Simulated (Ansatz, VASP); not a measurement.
Two plane-wave programs on BN

```xyz
4
Lattice="2.4602 0.0000 0.0000 -1.2301 2.1306 0.0000 0.0000 0.0000 6.5863" Properties=species:S:1:pos:R:3 pbc="T T T"
B     0.0000    1.4204    1.6466
B     1.2301    0.7102    4.9397
N     0.0000    1.4204    4.9397
N     1.2301    0.7102    1.6466
```

Alike in both runs: task single point; functional PBEsol; k mesh 12 × 12 × 4; occupations gaussian, width 0.05 eV; no spin polarisation.

```csv
,VASP,Ansatz
version,VASP 6.6.1,Ansatz 0.2.0
potentials or method,"VASP PAW PBE potentials, release 64 (B, N), cutoff 520 eV","scalar-relativistic, plane waves, PAW"
valence electrons in the cell,16,16
```

|  | VASP | Ansatz | Ansatz less VASP |
| --- | --- | --- | --- |
| gap on the k mesh at the Fermi level (eV) | 4.24 | 4.24 | +0.008 |
| least direct gap on the mesh (eV) | 4.71 | 4.71 | +0.004 |
| pressure (GPa) | 14.8 | 14.3 | -0.49 |
| traceless stress, the component that is largest in VASP (GPa) | -13.69 | -13.03 | +0.664 |

VASP's potentials were made for PBE, not for PBEsol, and Ansatz warns of the same on its side.
